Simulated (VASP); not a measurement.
Crystal: GaAs.

```
Ga As
1.0
     0.00000    2.83309    2.83309
     2.83309    0.00000    2.83309
     2.83309    2.83309    0.00000
Ga As
1 1
Direct
  0.00000 0.00000 0.00000
  0.25000 0.25000 0.25000
```

Base run:

- Program: VASP 6.6.1
- Functional: r2SCAN
- Potentials or basis: VASP PAW PBE potentials, release 64 (Ga_d, As)
- Cutoff: 520 eV
- k mesh: 6 × 6 × 6
- Occupations: gaussian, width 0.01 eV
- Spin: no spin polarisation

Its results: band gap on the k mesh 0.94 eV, direct; pressure 0.1 GPa.

The run is repeated on the same cell with these changes: functional from r2SCAN to PBE. What comes out?

Band gap on the k mesh 0.47 eV, direct; pressure 2.9 GPa.

r2SCAN gives the wider gap, since meta-GGAs in the generalised Kohn-Sham scheme recover part of the derivative discontinuity.

Caveats: the PAW data sets were made with another functional, which shifts forces and pressure a little (some runs).

A k mesh can miss the band edges.
